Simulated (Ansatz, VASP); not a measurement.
**W: VASP beside Ansatz**

INCAR

```
PREC = Accurate
ENCUT = 520
EDIFF = 1E-7
ISMEAR = 0
SIGMA = 0.15
LREAL = F
LASPH = T
NELM = 100
ALGO = Fast
ISIF = 2
LWAVE = F
LCHARG = F
GGA = PS
NBANDS = 13
```

Contents of KPOINTS:

```
regular mesh
0
Gamma
  26 26 26
```

The input POSCAR:

```
W
1.0
   -1.5771801398      1.7151834020      1.5771801398
    1.5771801398     -1.7151834020      1.5771801398
    1.5771801398      1.7151834020     -1.5771801398
W
1
Direct
    0.0000000000      0.0000000000      0.0000000000
```

Input for Ansatz:

```yaml
crystal:
  lattice:
    - [-1.5771801398, 1.715183402, 1.5771801398]
    - [1.5771801398, -1.715183402, 1.5771801398]
    - [1.5771801398, 1.715183402, -1.5771801398]
  atoms:
    - { symbol: W, position: [0.0, 0.0, 0.0] }
basis:
  ecutwfc: 420
kpoints:
  mp_grid: { grid: [26, 26, 26] }
hamiltonian:
  xc: pbesol
scf:
  occupations: { method: gaussian, width: 0.15 }
output:
  forces: true
  stress: true
  eigenvalues: true
```

Change from the starting cell: strain +0.0875 x Voigt [0, 1, 0, 0, 0, 0], atoms carried along.

Alike in both runs: task single point; functional PBEsol; k mesh 26 × 26 × 26; occupations gaussian, width 0.15 eV; no spin polarisation.

```csv
,VASP,Ansatz
version,VASP 6.6.1,Ansatz 0.2.0
potentials or method,"VASP PAW PBE potentials, release 64 (W_sv), cutoff 520 eV","scalar-relativistic, plane waves, PAW"
valence electrons in the cell,14,14
```

Ansatz gave:

| Property | Result |
| --- | --- |
| gap on the k mesh at the Fermi level (eV) | none |
| pressure (GPa) | -21.9 |
| traceless stress, the component that is largest in VASP (GPa) | -13.24 |

Question: Which values does VASP return?

Answer: gap on the k mesh at the Fermi level (eV): none; pressure (GPa): -21.5; traceless stress, the component that is largest in VASP (GPa): -13.23.

VASP's potentials were made for PBE, not for PBEsol. A gap of «none» marks a metal or a gap that the smearing closes.

Spin-orbit coupling is off throughout.
